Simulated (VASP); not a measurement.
Set up this calculation in VASP 6.6.1, as the native input.

```yaml
Task: single point
Functional: r2SCAN
Potentials_or_basis: VASP PAW PBE potentials, release 64 (Hf_pv, Si)
Cutoff: 520 eV
k_mesh: 10 × 10 × 10
Occupations: gaussian, width 0.02 eV
Spin: no spin polarisation
Dipole_correction: no
Further_INCAR_settings: ALGO = Normal; EDIFF = 1e-06; NBANDS = 14
```

HfSi:

```xyz
2
Lattice="0.0000 3.0234 3.0234 3.0234 0.0000 3.0234 3.0234 3.0234 0.0000" Properties=species:S:1:pos:R:3 pbc="T T T"
Hf    0.0000    0.0000    0.0000
Si    1.5117    1.5117    1.5117
```

One way to write it, as run:

POSCAR

```
HfSi
1.0
    0.0000000000      3.0233640135      3.0233640135
    3.0233640135      0.0000000000      3.0233640135
    3.0233640135      3.0233640135      0.0000000000
Hf Si
1 1
Direct
    0.0000000000      0.0000000000      0.0000000000
    0.2500000000      0.2500000000      0.2500000000
```

INCAR.step1

```
  ALGO = Normal
  EDIFF = 1E-4
  ENCUT = 520
  GGA = PE
  ISMEAR = 0
  LASPH = True
  LCHARG = False
  LREAL = False
  LWAVE = True
  NBANDS = 14
  NELM = 80
  PREC = Accurate
  SIGMA = 0.02
```

INCAR.step2

```
  ALGO = Normal
  EDIFF = 1E-6
  ENCUT = 520
  ISIF = 2
  ISMEAR = 0
  ISTART = 1
  LASPH = True
  LCHARG = False
  LMIXTAU = True
  LREAL = False
  LWAVE = False
  METAGGA = R2SCAN
  NBANDS = 14
  NELM = 80
  PREC = Accurate
  SIGMA = 0.02
```

KPOINTS

```
k-points
0
Gamma
  10 10 10
```

Potentials or basis: VASP PAW PBE potentials, release 64 (Hf_pv, Si).

The run is started by

```sh
$ cat potpaw_PBE.64/Hf_pv/POTCAR potpaw_PBE.64/Si/POTCAR > POTCAR
$ cp INCAR.step1 INCAR
$ mpirun -np 1 vasp_std > vasp.out
$ cp INCAR.step2 INCAR
$ mpirun -np 1 vasp_std > vasp.out
```

It gave:

| Property | Result |
| --- | --- |
| Pressure | -0.2 GPa |
| Band gap on the k mesh | 0.32 eV |

Caveat: the PAW data sets were made with another functional, which shifts forces and pressure a little; spin-orbit coupling is left out, which moves the levels of the heavy elements.

Run time: 41 s on 1 thread of Intel(R) Xeon(R) 6975P-C (Granite Rapids), with other jobs on the host, peak memory 0.2 GiB.
